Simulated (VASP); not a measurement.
**Al: single point with PBEsol+D3(BJ)**

Al:

```
Al
1.0
     2.79906    0.00000    0.00000
    -1.39953    2.42405    0.00000
     0.00000    0.00000    9.75555
Al
4
Cartesian
  0.0000 0.0000 0.0000
  0.0000 1.6160 2.4389
  0.0000 0.0000 4.8778
  1.3995 0.8080 7.3167
```

This isn't the form of Al at room conditions, which is fcc.

```yaml
Program: VASP 6.6.1
Task: single point
Functional: PBEsol
Dispersion: D3(BJ)
Potentials_or_basis: VASP PAW PBE potentials, release 64 (Al)
Cutoff: 520 eV
k_mesh: 18 × 18 × 6
Occupations: gaussian, width 0.15 eV
Spin: no spin polarisation
Dipole_correction: no
Further_INCAR_settings: ALGO = Fast; EDIFF = 1e-06; NBANDS = 14
```

The pressure is -4.1 GPa. The band gap on the k mesh is zero (bands 6 and 7 overlap by 4.50 eV). The dispersion energy per atom is -0.316 eV.

Stress tensor (GPa, compression positive):
```
-2.82  0.00  0.00
 0.00 -2.82  0.00
 0.00  0.00 -6.64
```

Levels at points of the mesh, in eV from the Fermi level:
```
           k point  band 4  band 5  band 6  band 7  band 8  band 9
(0.00, 0.00, 0.00)   -5.13   -4.88    2.28    2.29   11.13   11.66
(0.50, 0.00, 0.00)   -3.75   -3.14   -3.11    0.78    0.83    1.16
(0.00, 0.00, 0.50)   -7.64   -1.68   -1.68    6.81    6.81   11.96
(0.50, 0.00, 0.50)   -4.55   -1.86   -1.86   -1.23   -1.23    3.98
```

Run time: 3.9 min on 1 thread of AMD EPYC 7R13, on a shared host, peak memory 0.24 GiB.

Caveat: the cell stands under tension; the PAW data sets were made with another functional, which shifts forces and pressure a little.
